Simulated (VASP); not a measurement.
# TaF3 (P4/mmm) in VASP: a series of runs

Runs on TaF3. Level: PBEsol. Tasks: single point.

All numbers are computed with VASP 6.6.1; they aren't measurements. Logs are shortened: lines on timing, memory, paths and dates and some standing lists are left out, and cuts for length are marked.

## Step 1: The cell of the first run

It takes space group P4/mmm (No. 123, tetragonal). Conventional cell: a = 3.784 Å, b = 3.784 Å, c = 4.018 Å, α = 90.00°, β = 90.00°, γ = 90.00°. Ta (site symmetry 4/mmm) has 6 F at 1.89 to 2.01 Å within 2.5 Å. Within 2.5 Å of F (site symmetry mmm) lie 2 Ta at 1.89 Å. F (site symmetry 4/mmm) has 2 Ta at 2.01 Å within 2.7 Å.

## Step 2: Single point, PBEsol (strain -0.030 along x and y, +0.030 along z)

Input file INCAR:

```
ALGO = Normal ; EDIFF = 1E-6
ENCUT = 520 ; GGA = PS
ISIF = 2 ; ISMEAR = 0
LASPH = True ; LCHARG = False
LREAL = False ; LWAVE = False
NBANDS = 24 ; NELM = 80
PREC = Accurate ; SIGMA = 0.15
```

Input file KPOINTS:

```
k-points
0
Gamma
  12 12 12
```

Input file POSCAR:

```
TaF3
1.0
    3.7841640000      0.0000000000      0.0000000000
    0.0000000000      3.7841640000      0.0000000000
    0.0000000000      0.0000000000      4.0182360000
Ta F
1 3
Direct
    0.0000000000      0.0000000000      0.0000000000
    0.5000000000      0.0000000000      0.0000000000
    0.0000000000      0.5000000000      0.0000000000
    0.0000000000      0.0000000000      0.5000000000
```

Potentials or basis: VASP PAW PBE potentials, release 64 (Ta_pv, F).

On the command line:

```console
cat potpaw_PBE.64/Ta_pv/POTCAR potpaw_PBE.64/F/POTCAR > POTCAR
mpirun -np 1 vasp_std > vasp.out
```

OUTCAR:

```text
EDIFF = 1E-6
   ENCUT = 520
   GGA = PS
   ISIF = 2
   ISMEAR = 0
   LASPH = True
   LREAL = False
   NELM = 80
   PREC = Accurate

 ion  position               nearest neighbor table
   1  0.000  0.000  0.000-   2 1.89   3 1.89   3 1.89   2 1.89   4 2.01   4 2.01
   2  0.500  0.000  0.000-   1 1.89   1 1.89
   3  0.000  0.500  0.000-   1 1.89   1 1.89
   4  0.000  0.000  0.500-   1 2.01   1 2.01

  LATTYP: Found a simple tetragonal cell.
 ALAT       =     3.7841640000
 C/A-ratio  =     1.0618556701

  Lattice vectors:

 A1 = (   3.7841640000,   0.0000000000,   0.0000000000)
 A2 = (   0.0000000000,   3.7841640000,   0.0000000000)
 A3 = (   0.0000000000,   0.0000000000,   4.0182360000)

Analysis of symmetry for initial positions (statically):
=====================================================================
 Subroutine PRICEL returns:
 Original cell was already a primitive cell.

 Routine SETGRP: Setting up the symmetry group for a
 simple tetragonal supercell.

 Subroutine GETGRP returns: Found 16 space group operations
 (whereof 16 operations were pure point group operations)
 out of a pool of 16 trial point group operations.

The static configuration has the point symmetry D_4h.

Analysis of symmetry for dynamics (positions and initial velocities):
=====================================================================
 Subroutine PRICEL returns:
 Original cell was already a primitive cell.

 Routine SETGRP: Setting up the symmetry group for a
 simple tetragonal supercell.

 Subroutine GETGRP returns: Found 16 space group operations
 (whereof 16 operations were pure point group operations)
 out of a pool of 16 trial point group operations.

The dynamic configuration has the point symmetry D_4h.

 Subroutine INISYM returns: Found 16 space group operations
 (whereof 16 operations are pure point group operations),
 and found     1 'primitive' translations

----------------------------------------------------------------------------------------

                                     Primitive cell

  volume of cell :      57.5407

  direct lattice vectors                    reciprocal lattice vectors
     3.784164000  0.000000000  0.000000000     0.264259160  0.000000000  0.000000000
     0.000000000  3.784164000  0.000000000     0.000000000  0.264259160  0.000000000
     0.000000000  0.000000000  4.018236000     0.000000000  0.000000000  0.248865423

  length of vectors
     3.784164000  3.784164000  4.018236000     0.264259160  0.264259160  0.248865423

  position of ions in fractional coordinates (direct lattice)
     0.000000000  0.000000000  0.000000000
     0.500000000  0.000000000  0.000000000
     0.000000000  0.500000000  0.000000000
     0.000000000  0.000000000  0.500000000

  ion indices of the primitive-cell ions
   primitive index   ion index
                 1           1
                 2           2
                 3           3
                 4           4

----------------------------------------------------------------------------------------

 KPOINTS: k-points

Automatic generation of k-mesh.
 Grid dimensions read from file:
 generate k-points for:   12   12   12

 Generating k-lattice:

  Cartesian coordinates                     Fractional coordinates (reciprocal lattice)
     0.022021597  0.000000000  0.000000000     0.083333333  0.000000000  0.000000000
     0.000000000  0.022021597  0.000000000     0.000000000  0.083333333  0.000000000
     0.000000000  0.000000000  0.020738785     0.000000000  0.000000000  0.083333333

  Length of vectors
     0.022021597  0.022021597  0.020738785

  Shift w.r.t. Gamma in fractional coordinates (k-lattice)
     0.000000000  0.000000000  0.000000000

 Subroutine IBZKPT returns following result:
 ===========================================

 Found    196 irreducible k-points:

 Following reciprocal coordinates:
            Coordinates               Weight
  0.000000  0.000000  0.000000      1.000000
  0.083333  0.000000  0.000000      4.000000
  0.166667  0.000000  0.000000      4.000000
  0.250000  0.000000  0.000000      4.000000
  0.333333  0.000000  0.000000      4.000000
  0.416667  0.000000  0.000000      4.000000
[... 16 lines left out ...]
  0.333333  0.333333  0.000000      4.000000
  0.416667  0.333333  0.000000      8.000000
 [... further k-points ...]
   k-points           NKPTS =    196   k-points in BZ     NKDIM =    196   number of bands    NBANDS=     24
   number of dos      NEDOS =    301   number of ions     NIONS =      4
   total plane-waves  NPLWV =  23520
   dimension x,y,z NGX =    28 NGY =   28 NGZ =   30
   dimension x,y,z NGXF=    56 NGYF=   56 NGZF=   60
   ions per type =               1   3
   NGX,Y,Z   is equivalent  to a cutoff of  12.30, 12.30, 12.41 a.u.
   NGXF,Y,Z  is equivalent  to a cutoff of  24.60, 24.60, 24.82 a.u.
 SYSTEM =  unknown system
   PREC   = accura    normal or accurate (medium, high low for compatibility)
   ISTART =      0    job   : 0-new  1-cont  2-samecut
   ICHARG =      2    charge: 1-file 2-atom 10-const
   ISPIN  =      1    spin polarized calculation?
   LNONCOLLINEAR =      F non collinear calculations
   LSORBIT =      F    spin-orbit coupling
   LASPH  =      T    aspherical Exc in radial PAW
   ENCUT  =  520.0 eV  38.22 Ry    6.18 a.u.   7.04  7.04  7.47*2*pi/ulx,y,z
   NELM   =     80;   NELMIN=  2; NELMDL= -5     # of ELM steps
   EDIFF  = 0.1E-05   stopping-criterion for ELM
   LREAL  =      F    real-space projection
   EDIFFG = 0.1E-04   stopping-criterion for IOM
   NSW    =      0    number of steps for IOM
   IBRION =     -1    ionic relax: 0-MD 1-quasi-New 2-CG
   NFREE  =      0    steps in history (QN), initial steepest desc. (CG)
   ISIF   =      2    stress and relaxation
   ISYM   =      2    0-nonsym 1-usesym 2-fastsym
   POTIM  = 0.5000    time-step for ionic-motion
   TEBEG  =    0.0;   TEEND  =   0.0 temperature during run
   PSTRESS=    0.0 pullay stress
   NELECT =      32.0000    total number of electrons
   NUPDOWN=      -1.0000    fix difference up-down
   EMIN   =  10.00;   EMAX   =-10.00  energy-range for DOS
   EFERMI =   0.00;   METHOD = LEGACY
   ISMEAR =     0;   SIGMA  =   0.15  broadening in eV -4-tet -1-fermi 0-gaus
   EFERMI_NEDOS =   21; number of points for ismear=-14 and -15
   IALGO  =     38    algorithm
   IMIX   =      4    mixing-type and parameters
     AMIX     =   0.40;   BMIX     =  1.00
     AMIX_MAG =   1.60;   BMIX_MAG =  1.00
  volume/ion in A,a.u.               =      14.39        97.08
  Fermi-wavevector in a.u.,A,eV,Ry     =   1.346273  2.544087 24.659882  1.812450
  Thomas-Fermi vector in A             =   2.474118
   LORBIT       =      0    0 simple, 1 ext, 2 COOP (PROOUT), +10 PAW based schemes
   GGA     = PS    functional components
   LHFCALC =     F    Hartree Fock is set to
   AEXX    =    0.0000 exact exchange contribution
   IVDW    =     0    specifies the selected vdW correction
   LEPSILON=     F    determine dielectric tensor
   LRPA    =     F    only Hartree local field effects (RPA)
 non-spin polarized calculation
 Gauss-broadening in eV      SIGMA  =   0.15
  energy-cutoff  :      520.00
  volume of cell :       57.54
 maximum number of plane-waves:      1572
   NGX = 15   NGY = 15   NGZ = 15

 number of electron      31.9999957 magnetization

 Free energy of the ion-electron system (eV)
  ---------------------------------------------------
  ext. energy  EPLUGINS =         0.00000000
  ---------------------------------------------------
  free energy    TOTEN  =       -26.92340468 eV

  energy without entropy =      -26.89753336  energy(sigma->0) =      -26.91046902

 E-fermi :   5.0826     XC(G=0):  -9.3890

 val. band max:        5.0737773173   @ k =   0.2500   0.1667   0.0833
 cond. band min:       5.0900317076   @ k =   0.0000   0.0000   0.4167
 fundamental gap:      0.0162543903
 Fermi energy:         5.0826201129

 k-point     1 :       0.0000    0.0000    0.0000
  band No.  band energies     occupation
      1     -32.0573      2.00000
      2     -32.0573      2.00000
      3     -31.7497      2.00000
      4     -24.4346      2.00000
      5     -24.1914      2.00000
      6     -23.0204      2.00000
[... 16 lines left out ...]
     23      13.8361      0.00000
     24      13.9360      0.00000

 k-point     2 :       0.0833    0.0000    0.0000
  band No.  band energies     occupation
      1     -32.0995      2.00000
      2     -32.0567      2.00000
      3     -31.7491      2.00000
      4     -24.3875      2.00000
      5     -24.1264      2.00000
      6     -23.0193      2.00000
[... 16 lines left out ...]
     23      13.4620      0.00000
     24      13.9714      0.00000

 k-point     3 :       0.1667    0.0000    0.0000
  band No.  band energies     occupation
      1     -32.2107      2.00000
      2     -32.0549      2.00000
      3     -31.7473      2.00000
      4     -24.3366      2.00000
      5     -23.8703      2.00000
      6     -23.0162      2.00000
[... 16 lines left out ...]
     23      13.6616      0.00000
     24      14.0874      0.00000

 k-point     4 :       0.2500    0.0000    0.0000
  band No.  band energies     occupation
      1     -32.3539      2.00000
      2     -32.0526      2.00000
      3     -31.7448      2.00000
      4     -24.3172      2.00000
      5     -23.4651      2.00000
      6     -23.0101      2.00000
[... 16 lines left out ...]
     23      13.9827      0.00000
     24      14.3082      0.00000

 k-point     5 :       0.3333    0.0000    0.0000
  band No.  band energies     occupation
      1     -32.4883      2.00000
      2     -32.0502      2.00000
      3     -31.7424      2.00000
      4     -24.3086      2.00000
      5     -23.0741      2.00000
      6     -22.9672      2.00000
[... 451 lines left out ...]
 k-point    22 :       0.5000    0.2500    0.0000
  band No.  band energies     occupation
      1     -32.6100      2.00000
      2     -32.3437      2.00000
      3     -31.7350      2.00000
      4     -23.4670      2.00000
      5     -23.0063      2.00000
      6     -22.5653      2.00000
[... 16 lines left out ...]
     23      13.1579      0.00000
     24      14.5678      0.00000

 k-point    23 :       0.3333    0.3333    0.0000
  band No.  band energies     occupation
      1     -32.4817      2.00000
      2     -32.4793      2.00000
      3     -31.7350      2.00000
      4     -23.1174      2.00000
      5     -22.9879      2.00000
      6     -22.9514      2.00000
[... 16 lines left out ...]
     23      12.6277      0.00000
     24      14.2688      0.00000

 k-point    24 :       0.4167    0.3333    0.0000
  band No.  band energies     occupation
      1     -32.5740      2.00000
      2     -32.4786      2.00000
      3     -31.7332      2.00000
      4     -23.0777      2.00000
      5     -22.9602      2.00000
      6     -22.6840      2.00000
[... 16 lines left out ...]
     23      12.9995      0.00000
     24      14.1348      0.00000

 [... further k-points ...]
[... 5 lines left out ...]
  --------------------------------------------------------------------------------------
  -------------------------------------------------------------------------------------
  Total       13.7687138     13.7687138      3.9403067      0.0000000     -0.0000000      0.0000000
  in kB      383.3792590    383.3792590    109.7148148      0.0000000     -0.0000000      0.0000000
  external PRESSURE =     292.1577776 kB  Pullay stress =       0.0000000 kB

 VOLUME and BASIS-vectors are now :
 -----------------------------------------------------------------------------
  energy-cutoff  :      520.00
  volume of cell :       57.54
      direct lattice vectors                 reciprocal lattice vectors
     3.784164000  0.000000000  0.000000000     0.264259160  0.000000000  0.000000000
     0.000000000  3.784164000  0.000000000     0.000000000  0.264259160  0.000000000
     0.000000000  0.000000000  4.018236000     0.000000000  0.000000000  0.248865423

 POSITION                                       TOTAL-FORCE (eV/Angst)
 -----------------------------------------------------------------------------------
      0.00000      0.00000      0.00000         0.000000      0.000000      0.000000
      1.89208      0.00000      0.00000         0.000000      0.000000      0.000000
      0.00000      1.89208      0.00000         0.000000      0.000000      0.000000
      0.00000      0.00000      2.00912         0.000000      0.000000      0.000000
 -----------------------------------------------------------------------------------
    total drift:                                0.000000      0.000000     -0.000000

  FREE ENERGIE OF THE ION-ELECTRON SYSTEM (eV)
  ---------------------------------------------------
  free  energy   TOTEN  =       -26.9234046783 eV

  energy  without entropy=      -26.8975333623  energy(sigma->0) =      -26.91046902
```

Run time: 80 s. Hardware: 1 thread of Intel Xeon 6975P-C (Granite Rapids), shared host; peak memory 0.33 GiB.

What came out:

```
Free energy            : -26.9234 eV
Pressure               : 29.2 GPa
Band gap on the k mesh : zero (band 16 reaches 6.93 eV, above the bottom of band 17 at 3.78 eV)
```

Stress tensor (GPa, compression positive):
```
38.34  0.00  0.00
 0.00 38.34  0.00
 0.00  0.00 10.97
```

Levels at points of the mesh, in eV from the Fermi level:
```
           k point  band 13  band 14  band 15  band 16  band 17  band 18  band 19  band 20
(0.00, 0.00, 0.00)    -9.14    -8.81    -8.81    -1.37    -1.30    -1.30    -0.62     2.44
(0.50, 0.00, 0.00)    -9.22    -9.11    -8.80    -1.19     0.57     0.61     1.84     2.43
(0.50, 0.50, 0.00)    -9.14    -9.14    -8.96     0.77     0.77     1.89     2.70     4.91
(0.00, 0.00, 0.50)    -9.59    -9.42    -9.42    -1.31     0.10     0.10     2.17     2.43
(0.50, 0.00, 0.50)    -9.89    -9.38    -8.46     0.23     0.65     1.51     4.02     4.88
(0.50, 0.50, 0.50)    -8.95    -8.45    -8.45     1.85     1.85     2.20     3.54     6.93
```

Caveat: the cell differs from its parent crystal (strain -0.030 along x and y, +0.030 along z); the PAW data sets were made with another functional, which shifts forces and pressure a little; spin-orbit coupling is left out, which moves the levels of the heavy elements.

[end of part 1 of 2]
